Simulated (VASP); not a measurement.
# Sn2PbO3 (Pmmn) in VASP: further runs

Runs on Sn2PbO3. Level: PBE. Tasks: single point.

All numbers are computed with VASP 6.6.1; they aren't measurements. Logs are shortened: lines on timing, memory, paths and dates and some standing lists are left out, and cuts for length are marked.

## (1) The cell of the first run

Symmetry: Pmmn, No. 59, orthorhombic system. The conventional cell has a = 3.917 Å, b = 11.735 Å, c = 5.030 Å, α = 90.00°, β = 90.00°, γ = 90.00°. Within 2.9 Å of Sn (site symmetry m) lie 4 O at 2.20 to 2.24 Å. Within 3.1 Å of Pb (site symmetry mm2) lie 4 O at 2.36 to 2.41 Å. O (site symmetry mm2) has 2 Sn at 2.23 Å and 2 Pb at 2.36 Å and 4 O at 2.81 Å within 2.9 Å. Within 2.9 Å of O (site symmetry m) lie 3 Sn at 2.20 to 2.24 Å and 1 Pb at 2.41 Å and 4 O at 2.68 to 2.81 Å.

## (2) Single point, PBE

File INCAR:

```
ALGO = Normal
EDIFF = 1E-6
ENCUT = 600
GGA = PE
GGA_COMPAT = False
ISIF = 2
ISMEAR = 0
LASPH = True
LCHARG = True
LELF = True
LREAL = False
LVHAR = True
LWAVE = False
NBANDS = 72
NELM = 120
PREC = Accurate
SIGMA = 0.15
```

File KPOINTS:

```
k-points
0
Gamma
  3 1 3
```

File POSCAR:

```
Sn2PbO3
1.0
    3.9165033365      0.0000000000      0.0000000000
    0.0000000000     11.7352373219      0.0000000000
    0.0000000000      0.0000000000      5.0304855866
Sn Pb O
4 2 6
Direct
    0.0000000000      0.8341302555      0.2194005780
    0.5000000000      0.6658697445      0.7805994220
    0.0000000000      0.1658697445      0.2194005780
    0.5000000000      0.3341302555      0.7805994220
    0.0000000000      0.5000000000      0.2591485820
    0.5000000000      0.0000000000      0.7408514180
    0.5000000000      0.5000000000     -0.0040391554
    0.0000000000      0.6722318156     -0.0023120429
    0.5000000000      0.8277681844      0.0023120429
    0.0000000000      0.0000000000      0.0040391554
    0.0000000000      0.3277681844     -0.0023120429
    0.5000000000      0.1722318156      0.0023120429
```

Potentials or basis: VASP PAW PBE potentials, release 64 (Sn_d, Pb_d, O).

The run is started by

```sh
cat potpaw_PBE.64/Sn_d/POTCAR potpaw_PBE.64/Pb_d/POTCAR potpaw_PBE.64/O/POTCAR > POTCAR
mpirun -np 1 vasp_std > vasp.out
```

OUTCAR:

```text
EDIFF = 1E-6
   ENCUT = 600
   GGA = PE
   ISIF = 2
   ISMEAR = 0
   LASPH = True
   LREAL = False
   NELM = 120
   PREC = Accurate

 ion  position               nearest neighbor table
   1  0.000  0.834  0.219-   8 2.20  10 2.23   9 2.24   9 2.24   2 3.55   2 3.55   6 3.66   6 3.66
                             6 3.81   6 3.81   5 3.93
   2  0.500  0.666  0.781-   9 2.20   7 2.23   8 2.24   8 2.24   1 3.55   1 3.55   5 3.66   5 3.66
                             5 3.81   5 3.81   6 3.93
   3  0.000  0.166  0.219-  11 2.20  10 2.23  12 2.24  12 2.24   4 3.55   4 3.55   6 3.66   6 3.66
                             6 3.81   6 3.81   5 3.93
   4  0.500  0.334  0.781-  12 2.20   7 2.23  11 2.24  11 2.24   3 3.55   3 3.55   5 3.66   5 3.66
                             5 3.81   5 3.81   6 3.93
   5  0.000  0.500  0.259-   7 2.36   7 2.36  11 2.41   8 2.41   2 3.66   2 3.66   4 3.66   4 3.66
                             4 3.81   4 3.81   2 3.81   2 3.81   3 3.93   1 3.93
   6  0.500  0.000  0.741-  10 2.36  10 2.36  12 2.41   9 2.41   1 3.66   1 3.66   3 3.66   3 3.66
                             3 3.81   1 3.81   1 3.81   3 3.81   2 3.93   4 3.93
   7  0.500  0.500  0.996-   2 2.23   4 2.23   5 2.36   5 2.36
   8  0.000  0.672  0.998-   1 2.20   2 2.24   2 2.24   5 2.41
   9  0.500  0.828  0.002-   2 2.20   1 2.24   1 2.24   6 2.41
  10  0.000  0.000  0.004-   1 2.23   3 2.23   6 2.36   6 2.36
  11  0.000  0.328  0.998-   3 2.20   4 2.24   4 2.24   5 2.41
  12  0.500  0.172  0.002-   4 2.20   3 2.24   3 2.24   6 2.41

  LATTYP: Found a simple orthorhombic cell.
 ALAT       =     3.9165033365
 B/A-ratio  =     1.2844328613
 C/A-ratio  =     2.9963557576

  Lattice vectors:

 A1 = (  -3.9165033365,   0.0000000000,   0.0000000000)
 A2 = (   0.0000000000,   0.0000000000,   5.0304855866)
 A3 = (   0.0000000000,  11.7352373219,   0.0000000000)

Analysis of symmetry for initial positions (statically):
=====================================================================
 Subroutine PRICEL returns:
 Original cell was already a primitive cell.

 Routine SETGRP: Setting up the symmetry group for a
 simple orthorhombic supercell.

 Subroutine GETGRP returns: Found  8 space group operations
 (whereof  4 operations were pure point group operations)
 out of a pool of  8 trial point group operations.

The static configuration has the point symmetry C_2v.
 The point group associated with its full space group is D_2h.

Analysis of symmetry for dynamics (positions and initial velocities):
=====================================================================
 Subroutine PRICEL returns:
 Original cell was already a primitive cell.

 Routine SETGRP: Setting up the symmetry group for a
 simple orthorhombic supercell.

 Subroutine GETGRP returns: Found  8 space group operations
 (whereof  4 operations were pure point group operations)
 out of a pool of  8 trial point group operations.

The dynamic configuration has the point symmetry C_2v.
 The point group associated with its full space group is D_2h.

 Subroutine INISYM returns: Found  8 space group operations
 (whereof  4 operations are pure point group operations),
 and found     1 'primitive' translations

----------------------------------------------------------------------------------------

                                     Primitive cell

  volume of cell :     231.2066

  direct lattice vectors                    reciprocal lattice vectors
     3.916503336  0.000000000  0.000000000     0.255329797  0.000000000  0.000000000
     0.000000000 11.735237322  0.000000000     0.000000000  0.085213445  0.000000000
     0.000000000  0.000000000  5.030485587     0.000000000  0.000000000  0.198787966

  length of vectors
     3.916503336 11.735237322  5.030485587     0.255329797  0.085213445  0.198787966

  position of ions in fractional coordinates (direct lattice)
     0.000000000  0.834130255  0.219400578
     0.500000000  0.665869745  0.780599422
     0.000000000  0.165869745  0.219400578
     0.500000000  0.334130255  0.780599422
     0.000000000  0.500000000  0.259148582
     0.500000000  0.000000000  0.740851418
     0.500000000  0.500000000  0.995960845
     0.000000000  0.672231816  0.997687957
     0.500000000  0.827768184  0.002312043
     0.000000000  0.000000000  0.004039155
     0.000000000  0.327768184  0.997687957
     0.500000000  0.172231816  0.002312043

  ion indices of the primitive-cell ions
   primitive index   ion index
                 1           1
                 2           2
                 3           3
                 4           4
                 5           5
                 6           6
                 7           7
                 8           8
                 9           9
                10          10
                11          11
                12          12

----------------------------------------------------------------------------------------

 KPOINTS: k-points

Automatic generation of k-mesh.
 Grid dimensions read from file:
 generate k-points for:    3    1    3

 Generating k-lattice:

  Cartesian coordinates                     Fractional coordinates (reciprocal lattice)
     0.085109932  0.000000000  0.000000000     0.333333333  0.000000000  0.000000000
     0.000000000  0.085213445  0.000000000     0.000000000  1.000000000  0.000000000
     0.000000000  0.000000000  0.066262655     0.000000000  0.000000000  0.333333333

  Length of vectors
     0.085109932  0.085213445  0.066262655

  Shift w.r.t. Gamma in fractional coordinates (k-lattice)
     0.000000000  0.000000000  0.000000000

 Subroutine IBZKPT returns following result:
 ===========================================

 Found      4 irreducible k-points:

 Following reciprocal coordinates:
            Coordinates               Weight
  0.000000  0.000000  0.000000      1.000000
  0.333333  0.000000  0.000000      2.000000
  0.000000  0.000000  0.333333      2.000000
  0.333333  0.000000  0.333333      4.000000
   k-points           NKPTS =      4   k-points in BZ     NKDIM =      4   number of bands    NBANDS=     72
   number of dos      NEDOS =    301   number of ions     NIONS =     12
   total plane-waves  NPLWV = 122880
   dimension x,y,z NGX =    32 NGY =   96 NGZ =   40
   dimension x,y,z NGXF=    64 NGYF=  192 NGZF=   80
   ions per type =               4   2   6
   NGX,Y,Z   is equivalent  to a cutoff of  13.58, 13.60, 13.22 a.u.
   NGXF,Y,Z  is equivalent  to a cutoff of  27.17, 27.20, 26.44 a.u.
 SYSTEM =  unknown system
   PREC   = accura    normal or accurate (medium, high low for compatibility)
   ISTART =      0    job   : 0-new  1-cont  2-samecut
   ICHARG =      2    charge: 1-file 2-atom 10-const
   ISPIN  =      1    spin polarized calculation?
   LNONCOLLINEAR =      F non collinear calculations
   LSORBIT =      F    spin-orbit coupling
   LASPH  =      T    aspherical Exc in radial PAW
   ENCUT  =  600.0 eV  44.10 Ry    6.64 a.u.   7.82 23.44 10.05*2*pi/ulx,y,z
   NELM   =    120;   NELMIN=  2; NELMDL= -5     # of ELM steps
   EDIFF  = 0.1E-05   stopping-criterion for ELM
   LREAL  =      F    real-space projection
   EDIFFG = 0.1E-04   stopping-criterion for IOM
   NSW    =      0    number of steps for IOM
   IBRION =     -1    ionic relax: 0-MD 1-quasi-New 2-CG
   NFREE  =      0    steps in history (QN), initial steepest desc. (CG)
   ISIF   =      2    stress and relaxation
   ISYM   =      2    0-nonsym 1-usesym 2-fastsym
   POTIM  = 0.5000    time-step for ionic-motion
   TEBEG  =    0.0;   TEEND  =   0.0 temperature during run
   PSTRESS=    0.0 pullay stress
   NELECT =     120.0000    total number of electrons
   NUPDOWN=      -1.0000    fix difference up-down
   EMIN   =  10.00;   EMAX   =-10.00  energy-range for DOS
   EFERMI =   0.00;   METHOD = LEGACY
   ISMEAR =     0;   SIGMA  =   0.15  broadening in eV -4-tet -1-fermi 0-gaus
   EFERMI_NEDOS =   21; number of points for ismear=-14 and -15
   IALGO  =     38    algorithm
   IMIX   =      4    mixing-type and parameters
     AMIX     =   0.40;   BMIX     =  1.00
     AMIX_MAG =   1.60;   BMIX_MAG =  1.00
  volume/ion in A,a.u.               =      19.27       130.02
  Fermi-wavevector in a.u.,A,eV,Ry     =   1.315634  2.486188 23.550233  1.730893
  Thomas-Fermi vector in A             =   2.445803
   LORBIT       =      0    0 simple, 1 ext, 2 COOP (PROOUT), +10 PAW based schemes
   GGA     = PE    functional components
   LHFCALC =     F    Hartree Fock is set to
   AEXX    =    0.0000 exact exchange contribution
   IVDW    =     0    specifies the selected vdW correction
   LEPSILON=     F    determine dielectric tensor
   LRPA    =     F    only Hartree local field effects (RPA)
 non-spin polarized calculation
 Gauss-broadening in eV      SIGMA  =   0.15
  energy-cutoff  :      600.00
  volume of cell :      231.21
 maximum number of plane-waves:      7737
 NGX is ok and might be reduce to    32
   NGX = 15   NGY = 47   NGZ = 21

 number of electron     119.9999945 magnetization

 Free energy of the ion-electron system (eV)
  ---------------------------------------------------
  ext. energy  EPLUGINS =         0.00000000
  ---------------------------------------------------
  free energy    TOTEN  =       -67.14987825 eV

  energy without entropy =      -67.14987825  energy(sigma->0) =      -67.14987825

 E-fermi :   6.5206     XC(G=0):  -9.8355

 val. band max:        5.7835882351   @ k =   0.0000   0.0000   0.0000
 cond. band min:       7.4075651931   @ k =   0.3333   0.0000   0.0000
 fundamental gap:      1.6239769580
 Fermi energy:         6.5205667205

 k-point     1 :       0.0000    0.0000    0.0000
  band No.  band energies     occupation
      1     -15.5480      2.00000
      2     -15.5210      2.00000
      3     -15.4567      2.00000
      4     -15.3545      2.00000
      5     -15.3118      2.00000
      6     -15.2282      2.00000
[... 64 lines left out ...]
     71      11.1942      0.00000
     72      11.4569      0.00000
[... 223 lines left out ...]
     71      11.3073      0.00000
     72      11.4882      0.00000

------------------------ aborting loop because EDIFF is reached ----------------------------------------

  FORCE on cell =-STRESS in cart. coord.  units (eV):
  Direction    XX          YY          ZZ          XY          YZ          ZX
  --------------------------------------------------------------------------------------
  -------------------------------------------------------------------------------------
  Total        1.0437444      1.0592034      1.0254311      0.0000000      0.0000000      0.0000000
  in kB        7.2327664      7.3398921      7.1058623      0.0000000      0.0000000      0.0000000
  external PRESSURE =       7.2261736 kB  Pullay stress =       0.0000000 kB

 VOLUME and BASIS-vectors are now :
 -----------------------------------------------------------------------------
  energy-cutoff  :      600.00
  volume of cell :      231.21
      direct lattice vectors                 reciprocal lattice vectors
     3.916503336  0.000000000  0.000000000     0.255329797  0.000000000  0.000000000
     0.000000000 11.735237322  0.000000000     0.000000000  0.085213445  0.000000000
     0.000000000  0.000000000  5.030485587     0.000000000  0.000000000  0.198787966

 POSITION                                       TOTAL-FORCE (eV/Angst)
 -----------------------------------------------------------------------------------
      0.00000      9.78872      1.10369        -0.000000      0.030591      0.131618
      1.95825      7.81414      3.92679         0.000000     -0.030591     -0.131618
      0.00000      1.94652      1.10369        -0.000000     -0.030591      0.131618
      1.95825      3.92110      3.92679         0.000000      0.030591     -0.131618
      0.00000      5.86762      1.30364        -0.000000      0.000000      0.101433
      1.95825      0.00000      3.72684        -0.000000      0.000000     -0.101433
      1.95825      5.86762      5.01017        -0.000000      0.000000      0.082240
      0.00000      7.88880      5.01885        -0.000000     -0.026982      0.005580
      1.95825      9.71406      0.01163        -0.000000      0.026982     -0.005580
      0.00000      0.00000      0.02032        -0.000000      0.000000     -0.082240
      0.00000      3.84644      5.01885         0.000000      0.026982      0.005580
      1.95825      2.02118      0.01163        -0.000000     -0.026982     -0.005580
 -----------------------------------------------------------------------------------
    total drift:                                0.000000      0.000000     -0.000000

  FREE ENERGIE OF THE ION-ELECTRON SYSTEM (eV)
  ---------------------------------------------------
  free  energy   TOTEN  =       -67.1498782486 eV

  energy  without entropy=      -67.1498782486  energy(sigma->0) =      -67.14987825
```

Wall time 66 s (1 thread of Intel Xeon 6975P-C (Granite Rapids), shared host); peak memory 0.37 GiB.

What came out:

| Quantity | Value |
| --- | --- |
| Free energy | -67.1499 eV |
| Pressure | 0.7 GPa |
| Largest force | 0.135 eV/Å |
| Band gap on the k mesh | 1.62 eV (least direct gap 2.09 eV) |

Forces on the atoms (eV/Å):
```
Sn   0.000  0.031  0.132
Sn   0.000 -0.031 -0.132
Sn   0.000 -0.031  0.132
Sn   0.000  0.031 -0.132
Pb   0.000  0.000  0.101
Pb   0.000  0.000 -0.101
O    0.000  0.000  0.082
O    0.000 -0.027  0.006
O    0.000  0.027 -0.006
O    0.000  0.000 -0.082
O    0.000  0.027  0.006
O    0.000 -0.027 -0.006
```

Caveat: the k points lie up to 0.54 Å⁻¹ apart; spin-orbit coupling is left out, which moves the levels of the heavy elements; an odd mesh through Γ misses points on the zone boundary, where band edges can lie.

## (3) Single point, PBE

This run uses another cell than the first one, of 20.04 Å³/atom.

File INCAR:

```
  PREC = Accurate
  ENCUT = 600
  EDIFF = 1E-6
  ISMEAR = 0
  SIGMA = 0.02
  LREAL = F
  LASPH = T
  NELM = 120
  ALGO = Normal
  ISIF = 2
  LWAVE = F
  LCHARG = F
  GGA = PE
  NBANDS = 72
  GGA_COMPAT = F
  KPAR = 4
```

File KPOINTS:

```
regular mesh
0
Gamma
  8 4 6
```

File POSCAR:

```
Sn2PbO3
1.0
    3.9662442521      0.0000000000      0.0000000000
    0.0000000000     11.6161768876      0.0000000000
    0.0000000000      0.0000000000      5.2191969350
Sn Pb O
4 2 6
Direct
    0.0000000000      0.8365663513      0.2065625523
    0.5000000000      0.6634336487      0.7934374477
    0.0000000000      0.1634336487      0.2065625523
    0.5000000000      0.3365663513      0.7934374477
    0.0000000000      0.5000000000      0.2615231142
    0.5000000000      0.0000000000      0.7384768858
    0.5000000000      0.5000000000      1.0151926686
    0.0000000000      0.6716446725      0.9993745752
    0.5000000000      0.8283553275      0.0006254248
    0.0000000000      0.0000000000     -0.0151926686
    0.0000000000      0.3283553275      0.9993745752
    0.5000000000      0.1716446725      0.0006254248
```

Potentials or basis: VASP PAW PBE potentials, release 64 (Sn_d, Pb_d, O).

The run is started by

```sh
cat potpaw_PBE.64/Sn_d/POTCAR potpaw_PBE.64/Pb_d/POTCAR potpaw_PBE.64/O/POTCAR > POTCAR
mpirun -np 4 vasp_std > vasp.out
```

It took 7.4 min on 4 MPI ranks of AMD EPYC 7R13 (Zen 3), shared host; peak memory 1 GiB.

The run converged. Its results:

```
Free energy            : -67.1643 eV
Pressure               : 0.1 GPa
Largest force          : 0.073 eV/Å
Band gap on the k mesh : 0.94 eV (least direct gap 1.97 eV)
```

Forces on the atoms (eV/Å):
```
Sn   0.000  0.012  0.072
Sn   0.000 -0.012 -0.072
Sn   0.000 -0.012  0.072
Sn   0.000  0.012 -0.072
Pb   0.000  0.000  0.037
Pb   0.000  0.000 -0.037
O    0.000  0.000  0.015
O    0.000 -0.010  0.004
O    0.000  0.010 -0.004
O    0.000  0.000 -0.015
O    0.000  0.010  0.004
O    0.000 -0.010 -0.004
```

Levels at points of the mesh, in eV from the valence-band top:
```csv
k point,band 57,band 58,band 59,band 60,band 61,band 62,band 63,band 64
"(0.00, 0.00, 0.00)",-2.36,-1.01,-0.45,-0.01,1.96,2.90,2.92,3.30
"(0.50, 0.00, 0.00)",-1.72,-1.72,-1.38,-1.38,1.61,1.61,1.65,1.65
"(0.00, 0.50, 0.00)",-1.99,-1.99,-0.02,-0.02,2.67,2.67,2.98,2.98
"(0.50, 0.50, 0.00)",-1.74,-1.74,-1.37,-1.37,0.94,0.94,2.61,2.61
"(0.00, 0.00, 0.50)",-1.69,-1.23,-1.17,-1.03,1.80,1.92,2.20,3.01
"(0.50, 0.00, 0.50)",-1.43,-1.43,-1.11,-1.11,2.51,2.51,2.92,2.92
"(0.00, 0.50, 0.50)",-1.54,-1.54,-1.05,-1.05,2.31,2.31,2.48,2.48
"(0.50, 0.50, 0.50)",-1.37,-1.37,-1.13,-1.13,2.61,2.61,2.73,2.73
```

Caveat: spin-orbit coupling is left out, which moves the levels of the heavy elements.
